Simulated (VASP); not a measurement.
Wanted: the native input for a VASP 6.6.1 run.

```yaml
Task: relaxation of cell and atoms
Functional: PBE
Potentials_or_basis: VASP PAW PBE potentials, release 64 (Ge_d, Pd)
Cutoff: 600 eV
k_mesh: 6 × 6 × 4
Occupations: gaussian, width 0.1 eV
Spin: no spin polarisation
Dipole_correction: no
Further_INCAR_settings: ALGO = Normal; EDIFF = 1e-06; IBRION = 2; EDIFFG = -0.04; NSW = 90; ISIF = 3
```

The structure of Ge3Pd lies in POSCAR:

```
Ge3Pd
1.0
    3.5824060700      0.0000000000      0.0000000000
    0.0000000000      3.5824060700      0.0000000000
    0.0000000000      0.0000000000      5.6018368200
Ge Pd
3 1
Direct
    0.0000000000      0.0000000000      0.5000000000
    0.5000000000      0.5000000000      0.0000000000
    0.5000000000      0.5000000000      0.5000000000
    0.0000000000      0.0000000000      0.0000000000
```

The cell was generated, and may not be a known phase.

These files were run (other wordings do the same):

INCAR

```
SYSTEM = Ge3Pd
PREC = Accurate
ENCUT = 600
EDIFF = 1E-6
ISMEAR = 0
SIGMA = 0.1
LREAL = .False.
LASPH = .True.
NELM = 60
ALGO = Normal
ISIF = 3
LWAVE = .False.
LCHARG = .False.
GGA = PE
IBRION = 2
NSW = 90
EDIFFG = -0.04
```

KPOINTS

```
regular mesh
0
Gamma
  6 6 4
  0 0 0
```

Potentials or basis: VASP PAW PBE potentials, release 64 (Ge_d, Pd).

Command:

```bash
$ cat potpaw_PBE.64/Ge_d/POTCAR potpaw_PBE.64/Pd/POTCAR > POTCAR
$ mpirun -np 1 vasp_std > vasp.out
```

It gave:

```json
{
  "Relaxed volume": "18.49 Å³/atom",
  "Relaxed cell": "a = 3.719 Å, b = 3.719 Å, c = 5.347 Å, α = 90.00°, β = 90.00°, γ = 90.00°",
  "Space group after relaxing (to 0.1 Å)": "P4/mmm (No. 123)",
  "Energy gained by relaxing": "44.0 meV/atom",
  "Ionic steps": "5",
  "Pressure after relaxing": "0.1 GPa",
  "Band gap on the k mesh": "zero (bands 26 and 27 overlap by 3.03 eV)"
}
```

It took 7.1 min on 1 thread of Intel(R) Xeon(R) Platinum 8259CL CPU @ 2.50GHz (Skylake/Cascade Lake), on a shared host, peak memory 0.25 GiB.
